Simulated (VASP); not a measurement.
**MoH6: single point with PBE**

Crystal: MoH6.

```
H Mo
1.0
     4.05812    0.00000    0.00000
     0.00000    2.98374    2.31110
     0.00000   -2.98374    2.31110
H Mo
6 1
Cartesian
  1.4825 0.0000 3.4280
  2.5756 0.0000 3.4280
  0.0000 0.0000 -0.2048
  0.0000 1.4753 3.6881
  0.0000 -1.4753 3.6881
  0.0000 0.0000 0.7055
  0.0000 0.0000 2.5673
```

```yaml
Program: VASP 6.6.1
Task: single point
Functional: PBE
Potentials_or_basis: VASP PAW PBE potentials, release 64 (H, Mo_sv)
Cutoff: 500 eV
k_mesh: 3 × 3 × 3
Occupations: gaussian, width 0.15 eV
Spin: no spin polarisation
Dipole_correction: no
Further_INCAR_settings: ALGO = Normal; EDIFF = 1e-06; NBANDS = 19
```

The pressure is -0.3 GPa. The largest force is 0.046 eV/Å and the band gap on the k mesh is zero (band 10 reaches 2.79 eV, above the bottom of band 11 at 2.08 eV).

Forces on the atoms (eV/Å):
```
H    0.042  0.000  0.020
H   -0.042  0.000  0.020
H    0.000  0.000 -0.020
H    0.000  0.001  0.003
H    0.000 -0.001  0.003
H    0.000  0.000  0.015
Mo   0.000  0.000 -0.041
```

Stress tensor (GPa, compression positive):
```
-0.11  0.00  0.00
 0.00 -0.41  0.00
 0.00  0.00 -0.37
```

Levels at points of the mesh, in eV from the Fermi level:
```
           k point  band 8  band 9  band 10  band 11  band 12  band 13
(0.00, 0.00, 0.00)   -2.72   -1.33     0.68     2.07     3.64     3.73
```

Run time: 25 s on 1 thread of AMD EPYC 7R43 64-Core Processor (Zen 3) (shared host), peak memory 0.12 GiB.

Caveat: the k points lie up to 0.57 Å⁻¹ apart.
